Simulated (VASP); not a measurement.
Input of a VASP 6.6.1 run:

File INCAR:

```
SYSTEM = TaN
  PREC = Accurate
  ENCUT = 520
  EDIFF = 1E-7
  ISMEAR = 0
  SIGMA = 0.1
  LREAL = .False.
  LASPH = .True.
  NELM = 100
  ALGO = Normal
  ISIF = 2
  LWAVE = .False.
  LCHARG = .True.
  GGA = PE
  LELF = .True.
  LVHAR = .True.
  NBANDS = 24
```

KPOINTS

```
regular mesh
0
Gamma
  6 6 6
  0 0 0
```

The input POSCAR:

```
TaN
1.0
   -2.7106921111      2.7106921111      1.9999382158
    2.7106921111     -2.7106921111      1.9999382158
    2.7106921111      2.7106921111     -1.9999382158
Ta N
2 2
Direct
    0.7500000000      0.2500000000      0.5000000000
    0.0000000000      0.0000000000      0.0000000000
    0.5000000000      0.5000000000      0.0000000000
    0.2500000000      0.7500000000      0.5000000000
```

Potentials or basis: VASP PAW PBE potentials, release 64 (Ta_pv, N).

Command:

```console
$ cat potpaw_PBE.64/Ta_pv/POTCAR potpaw_PBE.64/N/POTCAR > POTCAR
$ mpirun -np 1 vasp_std > vasp.out
```

Question: Predict the pressure.

Answer: 0.3 GPa.

Question: Predict the band gap on the k mesh.

Answer: Zero (band 16 reaches 5.20 eV, above the bottom of band 17 at 3.50 eV).

Stress tensor (GPa, compression positive):
```
-0.03  0.00  0.00
 0.00 -0.03  0.00
 0.00  0.00  1.04
```

Caveat: spin-orbit coupling is left out, which moves the levels of the heavy elements.
